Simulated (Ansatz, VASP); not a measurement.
# Ru: VASP beside Ansatz

```xyz
2
Lattice="2.6344 0.0000 0.0000 -1.3172 2.2815 0.0000 0.0000 0.0000 28.0235" Properties=species:S:1:pos:R:3 pbc="T T T"
Ru    0.0000    0.0000    9.6210
Ru    0.0000    0.0000    7.3790
```

Alike in both runs: functional PBE; k mesh 6 × 6 × 1; occupations gaussian, width 0.1 eV; no spin polarisation.

Ansatz relaxed the structure, and its values are those at the end. VASP's run is a single point on that final structure, the one shown.

```csv
,VASP,Ansatz
version,VASP 6.6.1,Ansatz 0.2.0
potentials or method,"VASP PAW PBE potentials, release 64 (Ru_pv), cutoff 520 eV","scalar-relativistic, plane waves, PAW"
valence electrons in the cell,28,32
```

|  | VASP | Ansatz | Ansatz less VASP |
| --- | --- | --- | --- |
| gap on the k mesh at the Fermi level (eV) | none | none | - |
| rms of the force components (eV/Å) | 0.059 | 0.016 | -0.0432 |

A gap of «none» marks a metal or a gap that the smearing closes. VASP's potentials hold 28 valence electrons a cell and Ansatz's 32, so a difference there can come from the potentials and not from the codes. Ansatz's warnings: slab cell height set.

The k mesh is coarse, so the values compare programs but aren't converged.
